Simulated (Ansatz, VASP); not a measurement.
## One calculation of Mo, two programs

```xyz
2
Lattice="-1.5656 1.5656 3.7364 1.5656 -1.5656 3.7364 1.5656 1.5656 -3.7364" Properties=species:S:1:pos:R:3 pbc="T T T"
Mo    0.0000    0.0000    6.2685
Mo    0.0000    0.0000    1.2043
```

Alike in both runs: functional r2SCAN; k mesh 24 × 24 × 24; occupations gaussian, width 0.1 eV; no spin polarisation.

Ansatz relaxed the structure, and its values are those at the end. VASP's run is a single point on that final structure, the one shown.

|  | VASP | Ansatz |
| --- | --- | --- |
| version | VASP 6.6.1 | Ansatz 0.2.0 |
| potentials or method | VASP PAW PBE potentials, release 64 (Mo_sv), cutoff 520 eV | scalar-relativistic, plane waves, PAW |
| valence electrons in the cell | 28 | 28 |

Ansatz gave:

```
gap on the k mesh at the Fermi level (eV) : none
pressure (GPa)                            : 0.0
rms of the force components (eV/Å)        : 0.000
```

Question: Which values does VASP return?

Answer: gap on the k mesh at the Fermi level (eV): none; pressure (GPa): 1.0; rms of the force components (eV/Å): 0.011.

VASP's potentials were made for PBE, not for r2SCAN. A gap of «none» marks a metal or a gap that the smearing closes.
